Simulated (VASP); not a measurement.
## C: single point with PBEsol

The system is C, a slab with vacuum.

```
CELL_PARAMETERS angstrom
2.45887 0.00000 0.00000
1.22943 2.12944 0.00000
0.00000 0.00000 25.87998
ATOMIC_POSITIONS crystal
C 0.16444 0.16444 0.28980
C 0.49777 0.49777 0.28981
C 0.49554 0.49554 0.42993
C 0.82888 0.82888 0.42994
C 0.82665 0.82665 0.57006
C 0.15998 0.15998 0.57007
C 0.15775 0.15775 0.71019
C 0.49109 0.49109 0.71020
```

```json
{"Program": "VASP 6.6.1", "Task": "single point", "Functional": "PBEsol", "Potentials or basis": "VASP PAW PBE potentials, release 64 (C)", "Cutoff": "520 eV", "k mesh": "12 × 12 × 1", "Occupations": "gaussian, width 0.05 eV", "Spin": "no spin polarisation"}
```

```
Largest force          : 0.010 eV/Å
Band gap on the k mesh : zero (filled and empty bands touch)
```

Forces on the atoms (eV/Å):
```
C    0.000  0.000  0.000
C    0.000  0.000  0.005
C    0.000  0.000 -0.010
C    0.000  0.000  0.010
C    0.000  0.000 -0.010
C    0.000  0.000  0.010
C    0.000  0.000 -0.005
C    0.000  0.000  0.000
```

Levels at points of the mesh, in eV from the Fermi level:
```tsv
k point	band 14	band 15	band 16	band 17	band 18	band 19
(0.00, 0.00, 0.00)	-2.99	-2.99	-2.99	3.43	3.67	4.26
(0.50, 0.00, 0.00)	-2.47	-2.32	-2.20	1.44	1.60	1.77
(0.50, 0.50, 0.00)	-2.47	-2.33	-2.20	1.45	1.61	1.77
```

It took 3 min on 1 thread of Intel Xeon 6975P-C (shared host), peak memory 0.28 GiB.

Caveat: the PAW data sets were made with another functional, which shifts forces and pressure a little.
